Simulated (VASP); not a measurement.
Here is a VASP 6.6.1 calculation.

File INCAR:

```
PREC = Accurate ; ENCUT = 520
EDIFF = 1E-7 ; ISMEAR = 0
SIGMA = 0.1 ; LREAL = False
LASPH = True ; NELM = 150
ALGO = Normal ; ISIF = 2
LWAVE = False ; LCHARG = False
ISPIN = 2 ; MAGMOM = 0 0 4.12 4.12 0 0
LORBIT = 11 ; LMAXMIX = 4
GGA = PS ; NBANDS = 40
KPAR = 4
```

File KPOINTS:

```
Automatic mesh
0
Gamma
  8 8 6
```

Contents of POSCAR:

```
KMnSb
1.0
    4.5490875402      0.0000000000      0.0000000000
    0.0000000000      4.5490875402      0.0000000000
    0.0000000000      0.0000000000      8.1544027891
K Mn Sb
2 2 2
Direct
    0.0000000000      0.5000000000      0.6542190668
    0.5000000000      0.0000000000      0.3457809332
    0.0000000000      0.0000000000      0.0000000000
    0.5000000000      0.5000000000      0.0000000000
    0.0000000000      0.5000000000      0.1822806332
    0.5000000000      0.0000000000      0.8177193668
```

Potentials or basis: VASP PAW PBE potentials, release 64 (K_sv, Mn_pv, Sb).

Run with:

```sh
$ cat potpaw_PBE.64/K_sv/POTCAR potpaw_PBE.64/Mn_pv/POTCAR potpaw_PBE.64/Sb/POTCAR > POTCAR
$ mpirun -np 4 vasp_std > vasp.out
```

Task: What does it give for the net moment?

Result: 8.22 μB per cell.

Task: Predict the largest force.

Result: 0.006 eV/Å.

Task: Predict the site moments.

Result: K +0.01; Mn +3.73; Sb -0.05 μB.

Task: Predict the pressure.

Result: 0.1 GPa.

Forces in eV/Å, atoms in the order of the input:
```
K    0.000  0.000 -0.006
K    0.000  0.000  0.006
Mn   0.000  0.000  0.000
Mn   0.000  0.000  0.000
Sb   0.000  0.000  0.004
Sb   0.000  0.000 -0.004
```

Caveat: the PAW data sets were made with another functional, which shifts forces and pressure a little; only a ferromagnetic start was run, and an antiferromagnetic order may lie lower in energy.
